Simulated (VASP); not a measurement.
**TiAl3: single point with PBE**

The system is TiAl3.

```
Ti Al
1.0
    -1.84421    1.84421    4.12376
     1.84421   -1.84421    4.12376
     1.84421    1.84421   -4.12376
Ti Al
1 3
Direct
  0.00000 0.00000 0.00000
  0.50000 0.50000 0.00000
  0.75000 0.25000 0.50000
  0.25000 0.75000 0.50000
```

| Property | Result |
| --- | --- |
| Program | VASP 6.6.1 |
| Task | single point |
| Functional | PBE |
| Potentials or basis | VASP PAW PBE potentials, release 64 (Ti_sv, Al) |
| Cutoff | 520 eV |
| k mesh | 16 × 16 × 16 |
| Occupations | gaussian, width 0.1 eV |
| Spin | no spin polarisation |

The pressure is 17.4 GPa and the band gap on the k mesh is zero (an odd number of electrons rules out a gap without spin polarisation).

Stress tensor (GPa, compression positive):
```
17.46  0.00  0.00
 0.00 17.46  0.00
 0.00  0.00 17.38
```

Levels at points of the mesh, in eV from the Fermi level:
```
           k point  band 7  band 8  band 9  band 10  band 11  band 12  band 13  band 14  band 15  band 16
(0.00, 0.00, 0.00)   -2.77   -1.65   -1.35    -1.35     0.92     1.98     1.98     2.26     3.19     4.37
(0.50, 0.00, 0.00)   -3.90   -2.93   -1.16    -0.32     0.56     2.11     2.26     3.08     3.38     5.05
(0.50, 0.50, 0.00)   -4.56   -4.06   -2.80    -2.27    -1.12     2.07     2.26     2.92     3.22     3.71
(0.50, 0.50, 0.50)   -2.21   -0.89   -0.89    -0.30     0.75     0.75     1.08     3.28     5.75     6.70
```

Wall time 32 min on 1 thread of Intel Xeon 8259CL, on a shared host, peak memory 0.47 GiB.

Caveat: the cell stands under pressure.
